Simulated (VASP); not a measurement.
A run of VASP 6.6.1 is set up as follows.

Contents of INCAR:

```
  PREC = Accurate
  ENCUT = 600
  EDIFF = 1E-6
  ISMEAR = 0
  SIGMA = 0.1
  LREAL = False
  LASPH = True
  NELM = 120
  ALGO = Normal
  ISIF = 2
  LWAVE = False
  LCHARG = False
  GGA = PE
  IVDW = 12
  NBANDS = 16
  GGA_COMPAT = False
```

The input KPOINTS:

```
Automatic mesh
0
Gamma
  14 14 14
```

Contents of POSCAR:

```
CoSi2
1.0
    0.0000000000      2.6522625892      2.6522625892
    2.6522625892      0.0000000000      2.6522625892
    2.6522625892      2.6522625892      0.0000000000
Co Si
1 2
Direct
    0.0000000000      0.0000000000      0.0000000000
    0.2500000000      0.2500000000      0.2500000000
    0.7500000000      0.7500000000      0.7500000000
```

Potentials or basis: VASP PAW PBE potentials, release 64 (Co, Si).

The run is started by

```bash
$ cat potpaw_PBE.64/Co/POTCAR potpaw_PBE.64/Si/POTCAR > POTCAR
$ mpirun -np 1 vasp_std > vasp.out
```

Task: Estimate the dispersion energy per atom.

Result: -0.456 eV.

Task: Predict the band gap on the k mesh.

Result: Zero (an odd number of electrons rules out a gap without spin polarisation).

Task: What does it give for the pressure?

Result: -0.2 GPa.

Caveat: the run has no spin polarisation, though such a crystal can be magnetic. Spin polarisation is off, so any magnetic state and its effect on volume and gap are missing.
